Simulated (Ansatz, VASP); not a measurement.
**Zr: VASP beside Ansatz**

```
Zr
1.0
     3.23200    0.00000    0.00000
    -1.61600    2.79899    0.00000
     0.00000    0.00000    5.14700
Zr
2
Direct
  0.66667 0.33333 0.75000
  0.33333 0.66667 0.25000
```

Alike in both runs: task single point; functional PBE; k mesh 9 × 9 × 5; occupations gaussian, width 0.023 eV; no spin polarisation.

|  | VASP | Ansatz |
| --- | --- | --- |
| version | VASP 6.6.1 | Ansatz 0.2.0 |
| potentials or method | VASP PAW PBE potentials, release 64 (Zr_sv), cutoff 520 eV | all-electron LAPW, scalar-relativistic |

```csv
,VASP,Ansatz,Ansatz less VASP
gap on the k mesh at the Fermi level (eV),none,none,-
pressure (GPa),0.6,0.6,+0.01
"traceless stress, the component that is largest in VASP (GPa)",0.73,0.73,+0.002
```

A gap of «none» marks a metal or a gap that the smearing closes. Ansatz ran all-electron here, and VASP with PAW potentials.
